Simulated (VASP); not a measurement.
# IrRu2 (P-3m1) in VASP: further runs

Runs on IrRu2. Level: PBE. Tasks: single point, relaxation of cell and atoms.

All numbers are computed with VASP 6.6.1; they aren't measurements. Logs are shortened: lines on timing, memory, paths and dates and some standing lists are left out, and cuts for length are marked.

## Step 1: The cell of the first run

Symmetry: P-3m1, No. 164, trigonal system. Conventional cell: a = 2.682 Å, b = 2.682 Å, c = 13.152 Å, α = 90.00°, β = 90.00°, γ = 120.00°. Ru (site symmetry 3m) has 12 Ru at 2.68 Å within 3.5 Å. Within 3.5 Å of Ru (site symmetry 3m) lie 9 Ru at 2.68 Å and 3 Ir at 2.68 Å. Ir (site symmetry 3m) has 9 Ir at 2.68 Å and 3 Ru at 2.68 Å within 3.5 Å.

## Step 2: Single point, PBE

File INCAR:

```
SYSTEM = IrRu2
PREC     = Accurate       ! precision mode
ENCUT    = 520            ! plane-wave cutoff, eV
EDIFF    = 1E-6           ! SCF threshold, eV
ISMEAR   = 0              ! smearing method
SIGMA    = 0.1            ! smearing width, eV
LREAL    = .FALSE.        ! projectors in reciprocal space
LASPH    = .TRUE.         ! aspherical terms in the spheres
NELM     = 100            ! most SCF steps
ALGO     = Normal         ! electronic algorithm
ISIF     = 2              ! what is computed and relaxed
LWAVE    = .FALSE.        ! write WAVECAR
LCHARG   = .TRUE.         ! write CHGCAR
GGA      = PE             ! functional
LELF     = .TRUE.         ! ELF
LVHAR    = .TRUE.       
NBANDS   = 46             ! bands
```

File KPOINTS:

```
Automatic mesh
0
G
  6 6 2
  0 0 0
```

File POSCAR:

```
IrRu2
1.0
    2.6817191400      0.0000000000      0.0000000000
   -1.3408595700      2.3224369000      0.0000000000
    0.0000000000      0.0000000000     13.1523220500
Ru Ir
4 2
Direct
    0.3333333300      0.6666666700      0.9166666700
    0.3333333300      0.6666666700      0.2500000000
    0.6666666700      0.3333333300      0.0833333300
    0.6666666700      0.3333333300      0.7500000000
    0.3333333300      0.6666666700      0.5833333300
    0.6666666700      0.3333333300      0.4166666700
```

Potentials or basis: VASP PAW PBE potentials, release 64 (Ru_pv, Ir).

Run with:

```console
$ cat potpaw_PBE.64/Ru_pv/POTCAR potpaw_PBE.64/Ir/POTCAR > POTCAR
$ mpirun -np 1 vasp_std > vasp.out
```

OUTCAR:

```text
SYSTEM = IrRu2
   PREC = Accurate
   ENCUT = 520
   EDIFF = 1E-6
   ISMEAR = 0
   LREAL = .FALSE.
   LASPH = .TRUE.
   NELM = 100
   ISIF = 2
   GGA = PE

 ion  position               nearest neighbor table
   1  0.333  0.667  0.917-   3 2.68   3 2.68   3 2.68   4 2.68   4 2.68   4 2.68
   2  0.333  0.667  0.250-   3 2.68   6 2.68   3 2.68   6 2.68   3 2.68   6 2.68
   3  0.667  0.333  0.083-   1 2.68   1 2.68   1 2.68   2 2.68   2 2.68   2 2.68
   4  0.667  0.333  0.750-   1 2.68   5 2.68   1 2.68   5 2.68   1 2.68   5 2.68
   5  0.333  0.667  0.583-   6 2.68   6 2.68   6 2.68   4 2.68   4 2.68   4 2.68
   6  0.667  0.333  0.417-   5 2.68   5 2.68   5 2.68   2 2.68   2 2.68   2 2.68

  LATTYP: Found a hexagonal cell.
 ALAT       =     2.6817191400
 C/A-ratio  =     4.9044368047

  Lattice vectors:

 A1 = (   2.6817191400,   0.0000000000,   0.0000000000)
 A2 = (  -1.3408595700,   2.3224369000,   0.0000000000)
 A3 = (   0.0000000000,   0.0000000000,  13.1523220500)

Analysis of symmetry for initial positions (statically):
=====================================================================
 Subroutine PRICEL returns:
 Original cell was already a primitive cell.

 Routine SETGRP: Setting up the symmetry group for a
 hexagonal supercell.

 Subroutine GETGRP returns: Found 12 space group operations
 (whereof 12 operations were pure point group operations)
 out of a pool of 24 trial point group operations.

The static configuration has the point symmetry D_3d.

Analysis of symmetry for dynamics (positions and initial velocities):
=====================================================================
 Subroutine PRICEL returns:
 Original cell was already a primitive cell.

 Routine SETGRP: Setting up the symmetry group for a
 hexagonal supercell.

 Subroutine GETGRP returns: Found 12 space group operations
 (whereof 12 operations were pure point group operations)
 out of a pool of 24 trial point group operations.

The dynamic configuration has the point symmetry D_3d.

 Subroutine INISYM returns: Found 12 space group operations
 (whereof 12 operations are pure point group operations),
 and found     1 'primitive' translations

----------------------------------------------------------------------------------------

[... 89 lines left out ...]
   EDIFF  = 0.1E-05   stopping-criterion for ELM
   LREAL  =      F    real-space projection
   EDIFFG = 0.1E-04   stopping-criterion for IOM
   NSW    =      0    number of steps for IOM
   IBRION =     -1    ionic relax: 0-MD 1-quasi-New 2-CG
   NFREE  =      0    steps in history (QN), initial steepest desc. (CG)
   ISIF   =      2    stress and relaxation
   ISYM   =      2    0-nonsym 1-usesym 2-fastsym
   POTIM  = 0.5000    time-step for ionic-motion
   TEBEG  =    0.0;   TEEND  =   0.0 temperature during run
   PSTRESS=    0.0 pullay stress
   NELECT =      74.0000    total number of electrons
   NUPDOWN=      -1.0000    fix difference up-down
   EMIN   =  10.00;   EMAX   =-10.00  energy-range for DOS
   EFERMI =   0.00;   METHOD = LEGACY
   ISMEAR =     0;   SIGMA  =   0.10  broadening in eV -4-tet -1-fermi 0-gaus
   EFERMI_NEDOS =   21; number of points for ismear=-14 and -15
   IALGO  =     38    algorithm
   IMIX   =      4    mixing-type and parameters
     AMIX     =   0.40;   BMIX     =  1.00
     AMIX_MAG =   1.60;   BMIX_MAG =  1.00
  volume/ion in A,a.u.               =      13.65        92.13
  Fermi-wavevector in a.u.,A,eV,Ry     =   1.582579  2.990642 34.076576  2.504558
  Thomas-Fermi vector in A             =   2.682481
   LORBIT       =      0    0 simple, 1 ext, 2 COOP (PROOUT), +10 PAW based schemes
   GGA     = PE    functional components
   LHFCALC =     F    Hartree Fock is set to
   AEXX    =    0.0000 exact exchange contribution
   IVDW    =     0    specifies the selected vdW correction
   LEPSILON=     F    determine dielectric tensor
   LRPA    =     F    only Hartree local field effects (RPA)
 non-spin polarized calculation
 Gauss-broadening in eV      SIGMA  =   0.10
  energy-cutoff  :      520.00
  volume of cell :       81.91
 maximum number of plane-waves:      2235
 NGX is ok and might be reduce to    20
   NGX =  9   NGY =  9   NGZ = 49

 number of electron      74.0000004 magnetization

 Free energy of the ion-electron system (eV)
  ---------------------------------------------------
  ext. energy  EPLUGINS =         0.00000000
  ---------------------------------------------------
  free energy    TOTEN  =       -54.20041479 eV

  energy without entropy =      -54.14788426  energy(sigma->0) =      -54.17414953

 E-fermi :  12.2927     XC(G=0): -14.1261

 val. band max:       12.2922647968   @ k =   0.1667   0.1667   0.0000
 cond. band min:      12.3247954283   @ k =   0.1667   0.1667   0.5000
 fundamental gap:      0.0325306315
 Fermi energy:        12.2927238112

 k-point     1 :       0.0000    0.0000    0.0000
  band No.  band energies     occupation
      1     -31.4112      2.00000
      2     -31.1827      2.00000
      3     -30.8593      2.00000
      4     -30.6105      2.00000
      5     -30.6105      2.00000
      6     -30.5790      2.00000
[... 675 lines left out ...]
     45      19.6182      0.00000
     46      19.6749      0.00000

------------------------ aborting loop because EDIFF is reached ----------------------------------------

  FORCE on cell =-STRESS in cart. coord.  units (eV):
  Direction    XX          YY          ZZ          XY          YZ          ZX
  --------------------------------------------------------------------------------------
  -------------------------------------------------------------------------------------
  Total        9.0327751      9.0327751     -1.0942650      0.0000000      0.0000000      0.0000000
  in kB      176.6737920    176.6737918    -21.4029395      0.0000000      0.0000000      0.0000000
  external PRESSURE =     110.6482148 kB  Pullay stress =       0.0000000 kB

 VOLUME and BASIS-vectors are now :
 -----------------------------------------------------------------------------
  energy-cutoff  :      520.00
  volume of cell :       81.91
      direct lattice vectors                 reciprocal lattice vectors
     2.681719140  0.000000000  0.000000000     0.372895127  0.215291102  0.000000000
    -1.340859570  2.322436900  0.000000000     0.000000000  0.430582204  0.000000000
     0.000000000  0.000000000 13.152322050     0.000000000  0.000000000  0.076032201

 POSITION                                       TOTAL-FORCE (eV/Angst)
 -----------------------------------------------------------------------------------
     -0.00000      1.54829     12.05630        -0.000000      0.000000      0.017860
     -0.00000      1.54829      3.28808         0.000000      0.000000     -0.342199
      1.34086      0.77415      1.09603        -0.000000      0.000000     -0.017860
      1.34086      0.77415      9.86424         0.000000     -0.000000      0.342199
     -0.00000      1.54829      7.67219        -0.000000      0.000000      0.852687
      1.34086      0.77415      5.48013         0.000000      0.000000     -0.852687
 -----------------------------------------------------------------------------------
    total drift:                                0.000000      0.000000      0.000000

  FREE ENERGIE OF THE ION-ELECTRON SYSTEM (eV)
  ---------------------------------------------------
  free  energy   TOTEN  =       -54.2004147902 eV

  energy  without entropy=      -54.1478842646  energy(sigma->0) =      -54.17414953
```

OSZICAR:

```text
N       E                     dE             d eps       ncg     rms          rms(c)
DAV:   1     0.930002959237E+03    0.93000E+03   -0.41873E+04  1312   0.175E+03
DAV:   2    -0.145575035993E+02   -0.94456E+03   -0.91550E+03  1330   0.558E+02
DAV:   3    -0.574128201477E+02   -0.42855E+02   -0.39593E+02  1554   0.123E+02
[... 13 lines left out ...]
DAV:  17    -0.542004950857E+02    0.12659E-03   -0.10401E-04  1828   0.633E-02    0.845E-02
DAV:  18    -0.542004318687E+02    0.63217E-04   -0.66040E-05  1758   0.593E-02    0.407E-02
DAV:  19    -0.542004179348E+02    0.13934E-04   -0.17698E-05  1612   0.283E-02    0.178E-02
DAV:  20    -0.542004149808E+02    0.29540E-05   -0.42754E-06  1042   0.123E-02    0.738E-03
DAV:  21    -0.542004147902E+02    0.19054E-06   -0.15815E-06   892   0.644E-03
   1 F= -.54200415E+02 E0= -.54174150E+02  d E =-.525305E-01
```

stdout:

```text
POSCAR found type information on POSCAR RuIr
 POSCAR found :  2 types and       6 ions
 scaLAPACK will be used
 LDA part: xc-table for (Slater+PW92), standard interpolation
 POSCAR, INCAR and KPOINTS ok, starting setup
 FFT: planning ... GRIDC
 FFT: planning ... GRID_SOFT
 FFT: planning ... GRID
 WAVECAR not read
 entering main loop
```

It took 48 s on 1 thread of Intel Xeon 6975P-C (Granite Rapids), shared host; peak memory 0.2 GiB.

What came out:

```yaml
Free_energy: -54.2004 eV
Pressure: 11.1 GPa
Largest_force: 0.853 eV/Å
Band_gap_on_the_k_mesh: zero (bands 37 and 38 overlap by 2.96 eV)
```

Forces on the atoms (eV/Å):
```
Ru   0.000  0.000  0.018
Ru   0.000  0.000 -0.342
Ru   0.000  0.000 -0.018
Ru   0.000  0.000  0.342
Ir   0.000  0.000  0.853
Ir   0.000  0.000 -0.853
```

Caveat: the k points lie up to 0.45 Å⁻¹ apart, too coarse for converged energies and pressures of a metal; spin-orbit coupling is left out, which moves the levels of the heavy elements.

## Step 3: Single point, PBE

This run uses another cell than the first one, of 14.07 Å³/atom.

File INCAR:

```
SYSTEM = IrRu2
PREC = Accurate ; ENCUT = 520
EDIFF = 1E-6 ; ISMEAR = 0
SIGMA = 0.1 ; LREAL = .FALSE.
LASPH = .TRUE. ; NELM = 100
ALGO = Normal ; ISIF = 2
LWAVE = .FALSE. ; LCHARG = .TRUE.
GGA = PE ; LELF = .TRUE.
LVHAR = .TRUE. ; NBANDS = 46
```

KPOINTS is that of step 2.

File POSCAR:

```
IrRu2
1.0
    2.7540492763      0.0000000000      0.0000000000
   -1.3770246381      2.3850766365      0.0000000000
    0.0000000000      0.0000000000     12.8498279936
Ru Ir
4 2
Direct
    0.3333333333      0.6666666667      0.9172199584
    0.3333333333      0.6666666667      0.2466164444
    0.6666666667      0.3333333333      0.0827800416
    0.6666666667      0.3333333333      0.7533835556
    0.3333333333      0.6666666667      0.5869133062
    0.6666666667      0.3333333333      0.4130866938
```

Potentials or basis: VASP PAW PBE potentials, release 64 (Ru_pv, Ir).

Run with:

```console
$ cat potpaw_PBE.64/Ru_pv/POTCAR potpaw_PBE.64/Ir/POTCAR > POTCAR
$ mpirun -np 1 vasp_std > vasp.out
```

It took 44 s on 1 thread of Intel Xeon 6975P-C (Granite Rapids), shared host; peak memory 0.21 GiB.

It converged, with:

| Property | Result |
| --- | --- |
| Free energy | -54.4995 eV |
| Pressure | 0.2 GPa |
| Largest force | 0.022 eV/Å |
| Band gap on the k mesh | zero (bands 37 and 38 overlap by 2.56 eV) |

Forces in eV/Å, atoms in the order of the input:
```
Ru   0.000  0.000 -0.008
Ru   0.000  0.000 -0.022
Ru   0.000  0.000  0.008
Ru   0.000  0.000  0.022
Ir   0.000  0.000  0.002
Ir   0.000  0.000 -0.002
```

Levels at points of the mesh, in eV from the Fermi level:
```
           k point  band 33  band 34  band 35  band 36  band 37  band 38  band 39  band 40  band 41  band 42
(0.00, 0.00, 0.00)    -2.20    -2.08    -1.98    -1.98    -1.94    -0.73    -0.73    -0.66    -0.66     0.48
(0.50, 0.00, 0.00)    -0.16     0.87     1.04     1.05     1.07     1.13     1.25     1.33     1.43     1.55
(0.00, 0.00, 0.50)    -2.26    -2.26    -1.61    -1.61    -1.44    -1.44    -0.49     0.04     0.04     0.10
(0.50, 0.00, 0.50)    -0.12    -0.08     0.72     0.76     1.05     1.18     1.22     1.32     1.34     1.43
```

Caveat: the k points lie up to 0.44 Å⁻¹ apart, too coarse for converged energies and pressures of a metal; spin-orbit coupling is left out, which moves the levels of the heavy elements.

## Step 4: Relaxation of cell and atoms, PBE

File INCAR:

```
PREC = Accurate ; ENCUT = 600
EDIFF = 1E-7 ; ISMEAR = 0
SIGMA = 0.1 ; LREAL = False
LASPH = True ; NELM = 100
ALGO = Fast ; ISIF = 3
LWAVE = False ; LCHARG = False
GGA = PE ; IBRION = 2
NSW = 90 ; EDIFFG = -0.04
```

File KPOINTS:

```
Automatic mesh
0
Gamma
  6 6 2
```

File POSCAR:

```
IrRu2
1.0
    2.6817191400      0.0000000000      0.0000000000
   -1.3408595700      2.3224369000      0.0000000000
    0.0000000000      0.0000000000     13.1523220500
Ru Ir
4 2
Direct
    0.3333333300      0.6666666700      0.9166666700
    0.3333333300      0.6666666700      0.2500000000
    0.6666666700      0.3333333300      0.0833333300
    0.6666666700      0.3333333300      0.7500000000
    0.3333333300      0.6666666700      0.5833333300
    0.6666666700      0.3333333300      0.4166666700
```

Run with:

```console
$ cat potpaw_PBE.64/Ru_pv/POTCAR potpaw_PBE.64/Ir/POTCAR > POTCAR
$ mpirun -np 1 vasp_std > vasp.out
```

Run time: 12 min. Hardware: 1 thread of Intel Xeon 6975P-C (Granite Rapids), shared host; peak memory 0.31 GiB.

It converged, with:

- Free energy: -54.4983 eV
- Relaxed volume: 14.08 Å³/atom
- Relaxed cell: a = 2.754 Å, b = 2.754 Å, c = 12.858 Å, α = 90.00°, β = 90.00°, γ = 120.00°
- Space group after relaxing (to 0.1 Å): P-3m1 (No. 164)
- Energy gained by relaxing: 49.5 meV/atom
- Ionic steps: 14
- Pressure after relaxing: -0.1 GPa
- Largest force after relaxing: 0.038 eV/Å
- Band gap on the k mesh: zero (bands 37 and 38 overlap by 2.56 eV)

Forces on the atoms (eV/Å):
```
Ru   0.000  0.000  0.038
Ru   0.000  0.000  0.014
Ru   0.000  0.000 -0.038
Ru   0.000  0.000 -0.014
Ir   0.000  0.000  0.009
Ir   0.000  0.000 -0.009
```

Stress tensor (GPa, compression positive):
```
 0.05  0.00  0.00
 0.00  0.05  0.00
 0.00  0.00 -0.29
```

The path:
```csv
step,energy change (eV),largest force (eV/Å),pressure (GPa),volume (Å³)
1,0.0000,0.8527,11.07,81.91
2,0.5183,0.2828,-24.62,93.42
3,-0.2157,0.5242,-4.75,85.75
4,-0.2163,0.5390,-4.11,85.57
5,-0.2411,0.4887,4.40,83.51
6,-0.2808,0.3906,0.37,84.40
7,-0.2808,0.3930,0.46,84.38
8,-0.2928,0.1830,-0.35,84.56
9,-0.2944,0.1318,-0.74,84.66
10,-0.2944,0.0854,1.61,84.03
11,-0.2960,0.1089,0.43,84.34
12,-0.2967,0.0254,-0.24,84.50
13,-0.2968,0.0413,-0.06,84.45
14,-0.2968,0.0382,-0.07,84.46
```

Final structure:
```cif
data_structure
_symmetry_space_group_name_H-M 'P 1'
_symmetry_Int_Tables_number 1
_cell_length_a 2.7540
_cell_length_b 2.7540
_cell_length_c 12.8583
_cell_angle_alpha 90.000
_cell_angle_beta 90.000
_cell_angle_gamma 120.000
_cell_volume 84.46
loop_
_atom_site_label
_atom_site_type_symbol
_atom_site_fract_x
_atom_site_fract_y
_atom_site_fract_z
_atom_site_occupancy
Ru1 Ru 0.33333 0.66667 0.91705 1
Ru2 Ru 0.33333 0.66667 0.24650 1
Ru3 Ru 0.66667 0.33333 0.08295 1
Ru4 Ru 0.66667 0.33333 0.75350 1
Ir1 Ir 0.33333 0.66667 0.58690 1
Ir2 Ir 0.66667 0.33333 0.41310 1
```

Levels at points of the mesh, in eV from the Fermi level:
```tsv
k point	band 34	band 35	band 36	band 37	band 38	band 39	band 40	band 41
(0.00, 0.00, 0.00)	-2.09	-1.98	-1.98	-1.94	-0.73	-0.73	-0.66	-0.66
(0.50, 0.00, 0.00)	0.87	1.04	1.05	1.07	1.13	1.25	1.34	1.43
(0.00, 0.00, 0.50)	-2.26	-1.61	-1.61	-1.44	-1.44	-0.49	0.04	0.04
(0.50, 0.00, 0.50)	-0.08	0.72	0.76	1.05	1.18	1.22	1.32	1.35
```

Caveat: the k points lie up to 0.44 Å⁻¹ apart in the final cell, too coarse for converged energies and pressures of a metal; spin-orbit coupling is left out, which moves the levels of the heavy elements.

(Continued in part 2 of 2.)
